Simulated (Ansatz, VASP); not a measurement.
# One calculation of Ti, two programs

```
CELL_PARAMETERS angstrom
2.86293 0.00000 0.00000
-1.43146 2.47937 0.00000
0.00000 0.00000 4.53426
ATOMIC_POSITIONS crystal
Ti 0.33333 0.66667 0.75000
Ti 0.66667 0.33333 0.25000
```

Alike in both runs: functional LDA; k mesh 16 × 16 × 10; occupations gaussian, width 0.05 eV; no spin polarisation.

Ansatz relaxed the structure, and its values are those at the end. VASP's run is a single point on that final structure, the one shown.

|  | VASP | Ansatz |
| --- | --- | --- |
| version | VASP 6.6.1 | Ansatz 0.2.0 |
| potentials or method | VASP PAW LDA potentials, release 64 (Ti_sv), cutoff 500 eV | scalar-relativistic, plane waves, PAW |
| valence electrons in the cell | 24 | 24 |

```csv
,VASP,Ansatz,Ansatz less VASP
pressure (GPa),-0.2,0.0,+0.16
```

LDA's correlation is that of Perdew and Zunger in VASP and of Perdew and Wang (1992) in Ansatz.
